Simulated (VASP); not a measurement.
# TiO2 (P4_2/mnm) in VASP: single point with PBEsol

Aim: the single point of TiO2 with PBEsol.

All numbers are computed with VASP 6.6.1; they aren't measurements. Logs are shortened: lines on timing, memory, paths and dates and some standing lists are left out, and cuts for length are marked.

### 1 The cell of the first run

Symmetry: P4_2/mnm, No. 136, tetragonal system. The conventional cell has a = 4.591 Å, b = 4.591 Å, c = 2.939 Å, α = 90.00°, β = 90.00°, γ = 90.00°. Ti (site symmetry mmm) has 6 O at 1.94 to 1.98 Å within 2.6 Å. Within 2.6 Å of O (site symmetry m2m) lie 3 Ti at 1.94 to 1.98 Å and 1 O at 2.54 Å.

### 2 Single point, PBEsol

Input file INCAR:

```
SYSTEM = TiO2
PREC = Accurate
ENCUT = 520
EDIFF = 1E-7
ISMEAR = 0
SIGMA = 0.02
LREAL = .False.
LASPH = .True.
NELM = 80
ALGO = Normal
ISIF = 2
LWAVE = .False.
LCHARG = .False.
GGA = PS
NBANDS = 33
```

Input file KPOINTS:

```
regular mesh
0
Gamma
  6 6 10
  0 0 0
```

Input file POSCAR:

```
TiO2
1.0
    4.5912433041      0.0000000000      0.0000000000
    0.0000000000      4.5912433041      0.0000000000
    0.0000000000      0.0000000000      2.9390135258
Ti O
2 4
Direct
    0.5000000000      0.5000000000      0.0000000000
    0.0000000000      0.0000000000      0.5000000000
    0.6955605226      0.6955605226      0.5000000000
    0.8044394774      0.1955605226      0.0000000000
    0.1955605226      0.8044394774      0.0000000000
    0.3044394774      0.3044394774      0.5000000000
```

Potentials or basis: VASP PAW PBE potentials, release 64 (Ti_sv, O).

Command:

```sh
> cat potpaw_PBE.64/Ti_sv/POTCAR potpaw_PBE.64/O/POTCAR > POTCAR
> mpirun -np 1 vasp_std > vasp.out
```

OUTCAR:

```text
SYSTEM = TiO2
   PREC = Accurate
   ENCUT = 520
   EDIFF = 1E-7
   ISMEAR = 0
   LREAL = .False.
   LASPH = .True.
   NELM = 80
   ISIF = 2
   GGA = PS

 ion  position               nearest neighbor table
   1  0.500  0.500  0.000-   3 1.94   6 1.94   3 1.94   6 1.94   5 1.98   4 1.98
   2  0.000  0.000  0.500-   4 1.94   5 1.94   4 1.94   5 1.94   3 1.98   6 1.98
   3  0.696  0.696  0.500-   1 1.94   1 1.94   2 1.98
   4  0.804  0.196  0.000-   2 1.94   2 1.94   1 1.98
   5  0.196  0.804  0.000-   2 1.94   2 1.94   1 1.98
   6  0.304  0.304  0.500-   1 1.94   1 1.94   2 1.98

  LATTYP: Found a simple tetragonal cell.
 ALAT       =     4.5912433041
 C/A-ratio  =     0.6401345629

  Lattice vectors:

 A1 = (   4.5912433041,   0.0000000000,   0.0000000000)
 A2 = (   0.0000000000,   4.5912433041,   0.0000000000)
 A3 = (   0.0000000000,   0.0000000000,   2.9390135258)

Analysis of symmetry for initial positions (statically):
=====================================================================
 Subroutine PRICEL returns:
 Original cell was already a primitive cell.

 Routine SETGRP: Setting up the symmetry group for a
 simple tetragonal supercell.

 Subroutine GETGRP returns: Found 16 space group operations
 (whereof  8 operations were pure point group operations)
 out of a pool of 16 trial point group operations.

The static configuration has the point symmetry D_2h.
 The point group associated with its full space group is D_4h.

Analysis of symmetry for dynamics (positions and initial velocities):
=====================================================================
 Subroutine PRICEL returns:
 Original cell was already a primitive cell.

 Routine SETGRP: Setting up the symmetry group for a
 simple tetragonal supercell.

 Subroutine GETGRP returns: Found 16 space group operations
 (whereof  8 operations were pure point group operations)
 out of a pool of 16 trial point group operations.

The dynamic configuration has the point symmetry D_2h.
 The point group associated with its full space group is D_4h.

 Subroutine INISYM returns: Found 16 space group operations
 (whereof  8 operations are pure point group operations),
 and found     1 'primitive' translations

----------------------------------------------------------------------------------------

                                     Primitive cell

  volume of cell :      61.9530

  direct lattice vectors                    reciprocal lattice vectors
     4.591243304  0.000000000  0.000000000     0.217805926  0.000000000  0.000000000
     0.000000000  4.591243304  0.000000000     0.000000000  0.217805926  0.000000000
     0.000000000  0.000000000  2.939013526     0.000000000  0.000000000  0.340250220

  length of vectors
     4.591243304  4.591243304  2.939013526     0.217805926  0.217805926  0.340250220

  position of ions in fractional coordinates (direct lattice)
     0.500000000  0.500000000  0.000000000
     0.000000000  0.000000000  0.500000000
     0.695560523  0.695560523  0.500000000
     0.804439477  0.195560523  0.000000000
     0.195560523  0.804439477  0.000000000
     0.304439477  0.304439477  0.500000000

  ion indices of the primitive-cell ions
   primitive index   ion index
                 1           1
                 2           2
                 3           3
                 4           4
                 5           5
                 6           6

----------------------------------------------------------------------------------------

 KPOINTS: regular mesh

Automatic generation of k-mesh.
 Grid dimensions read from file:
 generate k-points for:    6    6   10

 Generating k-lattice:

  Cartesian coordinates                     Fractional coordinates (reciprocal lattice)
     0.036300988  0.000000000  0.000000000     0.166666667  0.000000000  0.000000000
     0.000000000  0.036300988  0.000000000     0.000000000  0.166666667  0.000000000
     0.000000000  0.000000000  0.034025022     0.000000000  0.000000000  0.100000000

  Length of vectors
     0.036300988  0.036300988  0.034025022

  Shift w.r.t. Gamma in fractional coordinates (k-lattice)
     0.000000000  0.000000000  0.000000000

 Subroutine IBZKPT returns following result:
 ===========================================

 Found     60 irreducible k-points:

 Following reciprocal coordinates:
            Coordinates               Weight
  0.000000  0.000000  0.000000      1.000000
  0.166667  0.000000  0.000000      4.000000
  0.333333  0.000000  0.000000      4.000000
  0.500000  0.000000  0.000000      2.000000
  0.166667  0.166667  0.000000      4.000000
  0.333333  0.166667  0.000000      8.000000
[... 16 lines left out ...]
  0.333333  0.000000  0.200000      8.000000
  0.500000  0.000000  0.200000      4.000000
 [... further k-points ...]
   k-points           NKPTS =     60   k-points in BZ     NKDIM =     60   number of bands    NBANDS=     33
   number of dos      NEDOS =    301   number of ions     NIONS =      6
   total plane-waves  NPLWV =  31104
   dimension x,y,z NGX =    36 NGY =   36 NGZ =   24
   dimension x,y,z NGXF=    72 NGYF=   72 NGZF=   48
   ions per type =               2   4
   NGX,Y,Z   is equivalent  to a cutoff of  13.04, 13.04, 13.58 a.u.
   NGXF,Y,Z  is equivalent  to a cutoff of  26.07, 26.07, 27.15 a.u.
 SYSTEM =  TiO2
   PREC   = accura    normal or accurate (medium, high low for compatibility)
   ISTART =      0    job   : 0-new  1-cont  2-samecut
   ICHARG =      2    charge: 1-file 2-atom 10-const
   ISPIN  =      1    spin polarized calculation?
   LNONCOLLINEAR =      F non collinear calculations
   LSORBIT =      F    spin-orbit coupling
   LASPH  =      T    aspherical Exc in radial PAW
   ENCUT  =  520.0 eV  38.22 Ry    6.18 a.u.   8.54  8.54  5.46*2*pi/ulx,y,z
   NELM   =     80;   NELMIN=  2; NELMDL= -5     # of ELM steps
   EDIFF  = 0.1E-06   stopping-criterion for ELM
   LREAL  =      F    real-space projection
   EDIFFG = 0.1E-05   stopping-criterion for IOM
   NSW    =      0    number of steps for IOM
   IBRION =     -1    ionic relax: 0-MD 1-quasi-New 2-CG
   NFREE  =      0    steps in history (QN), initial steepest desc. (CG)
   ISIF   =      2    stress and relaxation
   ISYM   =      2    0-nonsym 1-usesym 2-fastsym
   POTIM  = 0.5000    time-step for ionic-motion
   TEBEG  =    0.0;   TEEND  =   0.0 temperature during run
   PSTRESS=    0.0 pullay stress
   NELECT =      48.0000    total number of electrons
   NUPDOWN=      -1.0000    fix difference up-down
   EMIN   =  10.00;   EMAX   =-10.00  energy-range for DOS
   EFERMI =   0.00;   METHOD = LEGACY
   ISMEAR =     0;   SIGMA  =   0.02  broadening in eV -4-tet -1-fermi 0-gaus
   EFERMI_NEDOS =   21; number of points for ismear=-14 and -15
   IALGO  =     38    algorithm
   IMIX   =      4    mixing-type and parameters
     AMIX     =   0.40;   BMIX     =  1.00
     AMIX_MAG =   1.60;   BMIX_MAG =  1.00
  volume/ion in A,a.u.               =      10.33        69.68
  Fermi-wavevector in a.u.,A,eV,Ry     =   1.503608  2.841406 30.760538  2.260836
  Thomas-Fermi vector in A             =   2.614696
   LORBIT       =      0    0 simple, 1 ext, 2 COOP (PROOUT), +10 PAW based schemes
   GGA     = PS    functional components
   LHFCALC =     F    Hartree Fock is set to
   AEXX    =    0.0000 exact exchange contribution
   IVDW    =     0    specifies the selected vdW correction
   LEPSILON=     F    determine dielectric tensor
   LRPA    =     F    only Hartree local field effects (RPA)
 non-spin polarized calculation
 Gauss-broadening in eV      SIGMA  =   0.02
  energy-cutoff  :      520.00
  volume of cell :       61.95
 maximum number of plane-waves:      1696
 NGX is ok and might be reduce to    36
   NGX = 17   NGY = 17   NGZ = 11

 number of electron      48.0000020 magnetization

 Free energy of the ion-electron system (eV)
  ---------------------------------------------------
  ext. energy  EPLUGINS =         0.00000000
  ---------------------------------------------------
  free energy    TOTEN  =       -56.09834073 eV

  energy without entropy =      -56.09834073  energy(sigma->0) =      -56.09834073

 E-fermi :   5.0041     XC(G=0): -11.7426

 val. band max:        4.8012367564   @ k =   0.0000   0.0000   0.0000
 cond. band min:       6.6423394344   @ k =   0.0000   0.0000   0.0000
 fundamental gap:      1.8411026780
 Fermi energy:         5.0040847009

 k-point     1 :       0.0000    0.0000    0.0000
  band No.  band energies     occupation
      1     -51.8214      2.00000
      2     -51.8031      2.00000
      3     -28.2522      2.00000
      4     -28.2522      2.00000
      5     -28.0776      2.00000
      6     -28.0776      2.00000
[... 25 lines left out ...]
     32      11.5257      0.00000
     33      11.5315      0.00000

 k-point     2 :       0.1667    0.0000    0.0000
  band No.  band energies     occupation
      1     -51.8202      2.00000
      2     -51.8043      2.00000
      3     -28.2428      2.00000
      4     -28.2419      2.00000
      5     -28.0891      2.00000
      6     -28.0881      2.00000
[... 25 lines left out ...]
     32      11.4297      0.00000
     33      11.4500      0.00000

 k-point     3 :       0.3333    0.0000    0.0000
  band No.  band energies     occupation
      1     -51.8168      2.00000
      2     -51.8076      2.00000
      3     -28.2178      2.00000
      4     -28.2154      2.00000
      5     -28.1179      2.00000
      6     -28.1154      2.00000
[... 25 lines left out ...]
     32      11.2377      0.00000
     33      11.2776      0.00000

 k-point     4 :       0.5000    0.0000    0.0000
  band No.  band energies     occupation
      1     -51.8122      2.00000
      2     -51.8122      2.00000
      3     -28.1953      2.00000
      4     -28.1953      2.00000
      5     -28.1391      2.00000
      6     -28.1391      2.00000
[... 673 lines left out ...]
     32      10.8071      0.00000
     33      11.0211      0.00000

 k-point    23 :       0.3333    0.0000    0.2000
  band No.  band energies     occupation
      1     -51.8004      2.00000
      2     -51.7930      2.00000
      3     -28.2204      2.00000
      4     -28.1992      2.00000
      5     -28.1732      2.00000
      6     -28.1583      2.00000
[... 25 lines left out ...]
     32      10.4064      0.00000
     33      11.0185      0.00000

 k-point    24 :       0.5000    0.0000    0.2000
  band No.  band energies     occupation
      1     -51.7967      2.00000
      2     -51.7967      2.00000
      3     -28.2121      2.00000
      4     -28.2121      2.00000
      5     -28.1524      2.00000
      6     -28.1524      2.00000
[... 25 lines left out ...]
     32      10.2205      0.00000
     33      11.4105      0.00000

 [... further k-points ...]
[... 5 lines left out ...]
  --------------------------------------------------------------------------------------
  -------------------------------------------------------------------------------------
  Total        0.2199032      0.2199032      0.3333363      0.0000000      0.0000000      0.0000000
  in kB        5.6869564      5.6869564      8.6204718      0.0000000      0.0000000      0.0000000
  external PRESSURE =       6.6647949 kB  Pullay stress =       0.0000000 kB

 VOLUME and BASIS-vectors are now :
 -----------------------------------------------------------------------------
  energy-cutoff  :      520.00
  volume of cell :       61.95
      direct lattice vectors                 reciprocal lattice vectors
     4.591243304  0.000000000  0.000000000     0.217805926  0.000000000  0.000000000
     0.000000000  4.591243304  0.000000000     0.000000000  0.217805926  0.000000000
     0.000000000  0.000000000  2.939013526     0.000000000  0.000000000  0.340250220

 POSITION                                       TOTAL-FORCE (eV/Angst)
 -----------------------------------------------------------------------------------
      2.29562      2.29562      0.00000         0.000000      0.000000      0.000000
      0.00000      0.00000      1.46951         0.000000      0.000000      0.000000
      3.19349      3.19349      1.46951         0.017643      0.017643      0.000000
      3.69338      0.89787      0.00000        -0.017643      0.017643      0.000000
      0.89787      3.69338      0.00000         0.017643     -0.017643      0.000000
      1.39776      1.39776      1.46951        -0.017643     -0.017643      0.000000
 -----------------------------------------------------------------------------------
    total drift:                                0.000000      0.000000     -0.000000

  FREE ENERGIE OF THE ION-ELECTRON SYSTEM (eV)
  ---------------------------------------------------
  free  energy   TOTEN  =       -56.0983407299 eV

  energy  without entropy=      -56.0983407299  energy(sigma->0) =      -56.09834073
```

It took 1.9 min on 1 thread of Intel Xeon Platinum 8259CL at 2.50GHz (Skylake/Cascade Lake), shared host; peak memory 0.23 GiB.

Results:

| Property | Result |
| --- | --- |
| Free energy | -56.0983 eV |
| Pressure | 0.7 GPa |
| Largest force | 0.025 eV/Å |
| Band gap on the k mesh | 1.84 eV |

Forces in eV/Å, atoms in the order of the input:
```
Ti   0.000  0.000  0.000
Ti   0.000  0.000  0.000
O    0.018  0.018  0.000
O   -0.018  0.018  0.000
O    0.018 -0.018  0.000
O   -0.018 -0.018  0.000
```

Caveat: the PAW data sets were made with another functional, which shifts forces and pressure a little.
